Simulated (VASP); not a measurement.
# KGeO (P6mm) in VASP: a series of runs

Runs on KGeO. Level: PBE. Tasks: single point, relaxation of cell and atoms.

All numbers are computed with VASP 6.6.1; they aren't measurements. Logs are shortened: lines on timing, memory, paths and dates and some standing lists are left out, and cuts for length are marked.

### Step 1. The cell of the first run

The structure is hexagonal, space group P6mm (No. 183). The conventional cell has a = 3.939 Å, b = 3.939 Å, c = 5.900 Å, α = 90.00°, β = 90.00°, γ = 120.00°. K (site symmetry 6mm) has 1 O at 1.73 Å and 1 Ge at 2.18 Å within 2.3 Å. Ge (site symmetry 6mm) has 1 O at 1.99 Å and 1 K at 2.18 Å within 2.6 Å. Within 2.3 Å of O (site symmetry 6mm) lie 1 K at 1.73 Å and 1 Ge at 1.99 Å.

### Step 2. Single point, PBE

File INCAR:

```
PREC = Accurate
ENCUT = 520
EDIFF = 1E-6
ISMEAR = 0
SIGMA = 0.1
LREAL = F
LASPH = T
NELM = 60
ALGO = Normal
ISIF = 2
LWAVE = F
LCHARG = T
GGA = PE
LELF = T
LVHAR = T
NBANDS = 22
```

File KPOINTS:

```
Automatic mesh
0
Gamma
  6 6 4
```

File POSCAR:

```
KGeO
1.0
    3.9394819500      0.0000000000      0.0000000000
   -1.9697409700      3.4116914400      0.0000000000
    0.0000000000      0.0000000000      5.9001423800
K Ge O
1 1 1
Direct
    0.0000000000      0.0000000000      0.2488386000
    0.0000000000      0.0000000000      0.6178873700
    0.0000000000      0.0000000000      0.9557583400
```

Potentials or basis: VASP PAW PBE potentials, release 64 (K_sv, Ge_d, O).

Launch:

```sh
$ cat potpaw_PBE.64/K_sv/POTCAR potpaw_PBE.64/Ge_d/POTCAR potpaw_PBE.64/O/POTCAR > POTCAR
$ mpirun -np 1 vasp_std > vasp.out
```

OUTCAR:

```text
PREC = Accurate
   ENCUT = 520
   EDIFF = 1E-6
   ISMEAR = 0
   LREAL = F
   LASPH = T
   NELM = 60
   ISIF = 2
   GGA = PE

 ion  position               nearest neighbor table
   1  0.000  0.000  0.249-   3 1.73   2 2.18
   2  0.000  0.000  0.618-   3 1.99   1 2.18
   3  0.000  0.000  0.956-   1 1.73   2 1.99

  LATTYP: Found a hexagonal cell.
 ALAT       =     3.9394819500
 C/A-ratio  =     1.4976949901

  Lattice vectors:

 A1 = (   3.9394819500,   0.0000000000,   0.0000000000)
 A2 = (  -1.9697409700,   3.4116914400,   0.0000000000)
 A3 = (   0.0000000000,   0.0000000000,   5.9001423800)

Analysis of symmetry for initial positions (statically):
=====================================================================
 Subroutine PRICEL returns:
 Original cell was already a primitive cell.

 Routine SETGRP: Setting up the symmetry group for a
 hexagonal supercell.

 Subroutine GETGRP returns: Found 12 space group operations
 (whereof 12 operations were pure point group operations)
 out of a pool of 24 trial point group operations.

The static configuration has the point symmetry C_6v.

Analysis of symmetry for dynamics (positions and initial velocities):
=====================================================================
 Subroutine PRICEL returns:
 Original cell was already a primitive cell.

 Routine SETGRP: Setting up the symmetry group for a
 hexagonal supercell.

 Subroutine GETGRP returns: Found 12 space group operations
 (whereof 12 operations were pure point group operations)
 out of a pool of 24 trial point group operations.

The dynamic configuration has the point symmetry C_6v.

 Subroutine INISYM returns: Found 12 space group operations
 (whereof 12 operations are pure point group operations),
 and found     1 'primitive' translations

----------------------------------------------------------------------------------------

                                     Primitive cell

  volume of cell :      79.2997

  direct lattice vectors                    reciprocal lattice vectors
     3.939481950  0.000000000  0.000000000     0.253840483  0.146554871  0.000000000
    -1.969740970  3.411691440  0.000000000     0.000000000  0.293109743  0.000000000
     0.000000000  0.000000000  5.900142380     0.000000000  0.000000000  0.169487435

  length of vectors
     3.939481950  3.939481942  5.900142380     0.293109742  0.293109743  0.169487435

  position of ions in fractional coordinates (direct lattice)
     0.000000000  0.000000000  0.248838600
     0.000000000  0.000000000  0.617887370
     0.000000000  0.000000000  0.955758340

  ion indices of the primitive-cell ions
   primitive index   ion index
                 1           1
                 2           2
                 3           3

----------------------------------------------------------------------------------------

 KPOINTS: Automatic mesh

Automatic generation of k-mesh.
 Grid dimensions read from file:
 generate k-points for:    6    6    4

 Generating k-lattice:

  Cartesian coordinates                     Fractional coordinates (reciprocal lattice)
     0.042306747  0.024425812  0.000000000     0.166666667  0.000000000  0.000000000
     0.000000000  0.048851624  0.000000000     0.000000000  0.166666667  0.000000000
     0.000000000  0.000000000  0.042371859     0.000000000  0.000000000  0.250000000

  Length of vectors
     0.048851624  0.048851624  0.042371859

  Shift w.r.t. Gamma in fractional coordinates (k-lattice)
     0.000000000  0.000000000  0.000000000

 Subroutine IBZKPT returns following result:
 ===========================================

 Found     21 irreducible k-points:

 Following reciprocal coordinates:
            Coordinates               Weight
  0.000000  0.000000  0.000000      1.000000
  0.166667 -0.000000  0.000000      6.000000
  0.333333 -0.000000  0.000000      6.000000
  0.500000 -0.000000  0.000000      3.000000
  0.166667  0.166667  0.000000      6.000000
  0.333333  0.166667  0.000000     12.000000
[... 13 lines left out ...]
  0.333333  0.166667  0.500000     12.000000
  0.333333  0.333333  0.500000      2.000000
   k-points           NKPTS =     21   k-points in BZ     NKDIM =     21   number of bands    NBANDS=     22
   number of dos      NEDOS =    301   number of ions     NIONS =      3
   total plane-waves  NPLWV =  43200
   dimension x,y,z NGX =    30 NGY =   30 NGZ =   48
   dimension x,y,z NGXF=    60 NGYF=   60 NGZF=   96
   ions per type =               1   1   1
   NGX,Y,Z   is equivalent  to a cutoff of  12.66, 12.66, 13.52 a.u.
   NGXF,Y,Z  is equivalent  to a cutoff of  25.32, 25.32, 27.05 a.u.
 SYSTEM =  unknown system
   PREC   = accura    normal or accurate (medium, high low for compatibility)
   ISTART =      0    job   : 0-new  1-cont  2-samecut
   ICHARG =      2    charge: 1-file 2-atom 10-const
   ISPIN  =      1    spin polarized calculation?
   LNONCOLLINEAR =      F non collinear calculations
   LSORBIT =      F    spin-orbit coupling
   LASPH  =      T    aspherical Exc in radial PAW
   ENCUT  =  520.0 eV  38.22 Ry    6.18 a.u.   7.32  7.32 10.97*2*pi/ulx,y,z
   NELM   =     60;   NELMIN=  2; NELMDL= -5     # of ELM steps
   EDIFF  = 0.1E-05   stopping-criterion for ELM
   LREAL  =      F    real-space projection
   EDIFFG = 0.1E-04   stopping-criterion for IOM
   NSW    =      0    number of steps for IOM
   IBRION =     -1    ionic relax: 0-MD 1-quasi-New 2-CG
   NFREE  =      0    steps in history (QN), initial steepest desc. (CG)
   ISIF   =      2    stress and relaxation
   ISYM   =      2    0-nonsym 1-usesym 2-fastsym
   POTIM  = 0.5000    time-step for ionic-motion
   TEBEG  =    0.0;   TEEND  =   0.0 temperature during run
   PSTRESS=    0.0 pullay stress
   NELECT =      29.0000    total number of electrons
   NUPDOWN=      -1.0000    fix difference up-down
   EMIN   =  10.00;   EMAX   =-10.00  energy-range for DOS
   EFERMI =   0.00;   METHOD = LEGACY
   ISMEAR =     0;   SIGMA  =   0.10  broadening in eV -4-tet -1-fermi 0-gaus
   EFERMI_NEDOS =   21; number of points for ismear=-14 and -15
   IALGO  =     38    algorithm
   IMIX   =      4    mixing-type and parameters
     AMIX     =   0.40;   BMIX     =  1.00
     AMIX_MAG =   1.60;   BMIX_MAG =  1.00
  volume/ion in A,a.u.               =      26.43       178.38
  Fermi-wavevector in a.u.,A,eV,Ry     =   1.170713  2.212326 18.647717  1.370569
  Thomas-Fermi vector in A             =   2.307167
   LORBIT       =      0    0 simple, 1 ext, 2 COOP (PROOUT), +10 PAW based schemes
   GGA     = PE    functional components
   LHFCALC =     F    Hartree Fock is set to
   AEXX    =    0.0000 exact exchange contribution
   IVDW    =     0    specifies the selected vdW correction
   LEPSILON=     F    determine dielectric tensor
   LRPA    =     F    only Hartree local field effects (RPA)
 non-spin polarized calculation
 Gauss-broadening in eV      SIGMA  =   0.10
  energy-cutoff  :      520.00
  volume of cell :       79.30
 maximum number of plane-waves:      2170
 NGX is ok and might be reduce to    30
   NGX = 15   NGY = 15   NGZ = 21

 number of electron      29.0000002 magnetization

 Free energy of the ion-electron system (eV)
  ---------------------------------------------------
  ext. energy  EPLUGINS =         0.00000000
  ---------------------------------------------------
  free energy    TOTEN  =        -6.74971195 eV

  energy without entropy =       -6.74337758  energy(sigma->0) =       -6.74654476

 E-fermi :   0.7537     XC(G=0):  -7.7951

 val. band max:        0.7063115789   @ k =   0.3333  -0.0000   0.2500
 cond. band min:       0.7834532136   @ k =   0.1667   0.1667   0.0000
 fundamental gap:      0.0771416348
 Fermi energy:         0.7536993197

 k-point     1 :       0.0000    0.0000    0.0000
  band No.  band energies     occupation
      1     -29.5934      2.00000
      2     -24.1280      2.00000
      3     -24.0703      2.00000
      4     -24.0703      2.00000
      5     -24.0420      2.00000
      6     -24.0420      2.00000
[... 14 lines left out ...]
     21       8.5012      0.00000
     22      11.0519      0.00000

 k-point     2 :       0.1667   -0.0000    0.0000
  band No.  band energies     occupation
      1     -29.5867      2.00000
      2     -24.1274      2.00000
      3     -24.0709      2.00000
      4     -24.0705      2.00000
      5     -24.0420      2.00000
      6     -24.0407      2.00000
[... 14 lines left out ...]
     21       9.3830      0.00000
     22      10.3518      0.00000

 k-point     3 :       0.3333   -0.0000    0.0000
  band No.  band energies     occupation
      1     -29.5733      2.00000
      2     -24.1260      2.00000
      3     -24.0720      2.00000
      4     -24.0707      2.00000
      5     -24.0420      2.00000
      6     -24.0382      2.00000
[... 14 lines left out ...]
     21       8.9868      0.00000
     22       9.4632      0.00000

 k-point     4 :       0.5000   -0.0000    0.0000
  band No.  band energies     occupation
      1     -29.5666      2.00000
      2     -24.1254      2.00000
      3     -24.0725      2.00000
      4     -24.0709      2.00000
      5     -24.0420      2.00000
      6     -24.0369      2.00000
[... 14 lines left out ...]
     21       8.8951      0.00000
     22      10.1162      0.00000

 k-point     5 :       0.1667    0.1667    0.0000
  band No.  band energies     occupation
      1     -29.5767      2.00000
      2     -24.1264      2.00000
      3     -24.0716      2.00000
      4     -24.0708      2.00000
      5     -24.0417      2.00000
      6     -24.0391      2.00000
[... 342 lines left out ...]
 k-point    19 :       0.1667    0.1667    0.5000
  band No.  band energies     occupation
      1     -29.5704      2.00000
      2     -24.1618      2.00000
      3     -24.0717      2.00000
      4     -24.0709      2.00000
      5     -24.0417      2.00000
      6     -24.0391      2.00000
[... 14 lines left out ...]
     21       8.4871      0.00000
     22       9.0049      0.00000

 k-point    20 :       0.3333    0.1667    0.5000
  band No.  band energies     occupation
      1     -29.5603      2.00000
      2     -24.1608      2.00000
      3     -24.0724      2.00000
      4     -24.0713      2.00000
      5     -24.0412      2.00000
      6     -24.0378      2.00000
[... 14 lines left out ...]
     21       8.4903      0.00000
     22       9.1394      0.00000

 k-point    21 :       0.3333    0.3333    0.5000
  band No.  band energies     occupation
      1     -29.5570      2.00000
      2     -24.1605      2.00000
      3     -24.0720      2.00000
      4     -24.0720      2.00000
      5     -24.0392      2.00000
      6     -24.0392      2.00000
[... 14 lines left out ...]
     21       8.2063      0.00000
     22       9.1396      0.00000

------------------------ aborting loop because EDIFF is reached ----------------------------------------

  FORCE on cell =-STRESS in cart. coord.  units (eV):
  Direction    XX          YY          ZZ          XY          YZ          ZX
  --------------------------------------------------------------------------------------
  -------------------------------------------------------------------------------------
  Total       -1.4469349     -1.4469349     26.4664971     -0.0000000     -0.0000000      0.0000000
  in kB      -29.2339993    -29.2339992    534.7314089     -0.0000000     -0.0000000      0.0000000
  external PRESSURE =     158.7544701 kB  Pullay stress =       0.0000000 kB

 VOLUME and BASIS-vectors are now :
 -----------------------------------------------------------------------------
  energy-cutoff  :      520.00
  volume of cell :       79.30
      direct lattice vectors                 reciprocal lattice vectors
     3.939481950  0.000000000  0.000000000     0.253840483  0.146554871  0.000000000
    -1.969740970  3.411691440  0.000000000     0.000000000  0.293109743  0.000000000
     0.000000000  0.000000000  5.900142380     0.000000000  0.000000000  0.169487435

 POSITION                                       TOTAL-FORCE (eV/Angst)
 -----------------------------------------------------------------------------------
      0.00000      0.00000      1.46818         0.000000     -0.000000      2.253655
      0.00000      0.00000      3.64562         0.000000     -0.000000      8.754258
      0.00000      0.00000      5.63911        -0.000000      0.000000    -11.007913
 -----------------------------------------------------------------------------------
    total drift:                               -0.000000     -0.000000     -0.000689

  FREE ENERGIE OF THE ION-ELECTRON SYSTEM (eV)
  ---------------------------------------------------
  free  energy   TOTEN  =        -6.7497119462 eV

  energy  without entropy=       -6.7433775787  energy(sigma->0) =       -6.74654476
```

Wall time 47 s (1 thread of Intel Xeon Platinum 8175M at 2.50GHz (Skylake/Cascade Lake), shared host); peak memory 0.2 GiB.

What came out:

```
Free energy   : -6.7497 eV
Pressure      : 15.9 GPa
Largest force : 11.008 eV/Å
```

Forces in eV/Å, atoms in the order of the input:
```
K     0.000   0.000   2.254
Ge    0.000   0.000   8.754
O     0.000   0.000 -11.008
```

Caveat: an odd number of electrons without spin polarisation forces a metal; a magnetic or distorted state may lie lower.

### Step 3. Single point, PBE

This run uses another cell than the first one, of 31.81 Å³/atom, 1.203 times its volume.

File INCAR:

```
SYSTEM = KGeO
PREC     = Accurate       ! precision mode
ENCUT    = 520            ! plane-wave cutoff, eV
EDIFF    = 1E-7           ! SCF threshold, eV
ISMEAR   = 0              ! smearing method
SIGMA    = 0.1            ! smearing width, eV
LREAL    = .False.        ! projectors in reciprocal space
LASPH    = .True.         ! aspherical terms in the spheres
NELM     = 60             ! most SCF steps
ALGO     = Normal         ! electronic algorithm
ISIF     = 2              ! what is computed and relaxed
LWAVE    = .False.        ! write WAVECAR
LCHARG   = .False.        ! write CHGCAR
GGA      = PE             ! functional
NBANDS   = 22             ! bands
```

File KPOINTS:

```
Automatic mesh
0
Gamma
  6 6 4
  0 0 0
```

File POSCAR:

```
KGeO
1.0
    3.9071840889     -0.0000000029      0.0000000000
   -1.9535920420      3.3837206797      0.0000000000
    0.0000000000      0.0000000000      7.2180368972
K Ge O
1 1 1
Direct
    0.0000000000      0.0000000000      0.2349680830
    0.0000000000      0.0000000000      0.6766257137
    0.0000000000      0.0000000000      0.9108905133
```

Potentials or basis: VASP PAW PBE potentials, release 64 (K_sv, Ge_d, O).

Launch:

```sh
$ cat potpaw_PBE.64/K_sv/POTCAR potpaw_PBE.64/Ge_d/POTCAR potpaw_PBE.64/O/POTCAR > POTCAR
$ mpirun -np 1 vasp_std > vasp.out
```

Wall time 55 s (1 thread of Intel Xeon Platinum 8175M at 2.50GHz (Skylake/Cascade Lake), shared host); peak memory 0.23 GiB.

It converged, with:

| Item | Value |
| --- | --- |
| Free energy | -12.0775 eV |
| Pressure | 0.0 GPa |
| Largest force | 0.117 eV/Å |

Forces on the atoms (eV/Å):
```
K    0.000  0.000  0.022
Ge   0.000  0.000  0.095
O    0.000  0.000 -0.117
```

Levels at points of the mesh, in eV from the Fermi level:
```
           k point  band 11  band 12  band 13  band 14  band 15  band 16  band 17  band 18
(0.00, 0.00, 0.00)    -7.93    -4.18    -2.69    -2.69    -0.03     2.46     3.51     3.51
(0.50, 0.00, 0.00)    -7.15    -3.83    -3.46    -2.89    -0.70     2.11     2.44     3.13
(0.00, 0.00, 0.50)    -8.17    -3.61    -2.70    -2.70    -0.51     3.16     3.66     3.66
(0.50, 0.00, 0.50)    -7.38    -3.86    -2.97    -2.90    -0.58     1.99     2.58     3.16
```

Caveat: an odd number of electrons without spin polarisation forces a metal; a magnetic or distorted state may lie lower.

[end of part 1 of 2]
